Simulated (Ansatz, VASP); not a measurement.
## Two plane-wave programs on C

```
C
1.0
     2.37580    0.00000    0.00000
    -1.18790    2.05750    0.00000
     0.00000    0.00000   12.49670
C
12
Direct
  0.00000 0.00000 0.18686
  0.00000 0.00000 0.68686
  0.00000 0.00000 0.31314
  0.00000 0.00000 0.81314
  0.33333 0.66667 0.52077
  0.66667 0.33333 0.02077
  0.33333 0.66667 0.97923
  0.66667 0.33333 0.47923
  0.33333 0.66667 0.64506
  0.66667 0.33333 0.14506
  0.33333 0.66667 0.85494
  0.66667 0.33333 0.35494
```

Alike in both runs: task single point; functional LDA; k mesh 12 × 12 × 2; occupations gaussian, width 0.05 eV; no spin polarisation.

|  | VASP | Ansatz |
| --- | --- | --- |
| version | VASP 6.6.1 | Ansatz 0.2.0 |
| potentials or method | VASP PAW LDA potentials, release 64 (C), cutoff 520 eV | scalar-relativistic, plane waves, PAW |
| valence electrons in the cell | 48 | 48 |

```csv
,VASP,Ansatz,Ansatz less VASP
gap on the k mesh at the Fermi level (eV),3.98,3.98,0.000
least direct gap on the mesh (eV),3.98,3.98,0.000
rms of the force components (eV/Å),0.236,0.221,-0.0147
```

Ansatz warns that its potentials were made for another functional, while VASP's fit it. LDA's correlation is that of Perdew and Zunger in VASP and of Perdew and Wang (1992) in Ansatz. Atom by atom the forces differ by 0.015 eV/Å (rms over components).
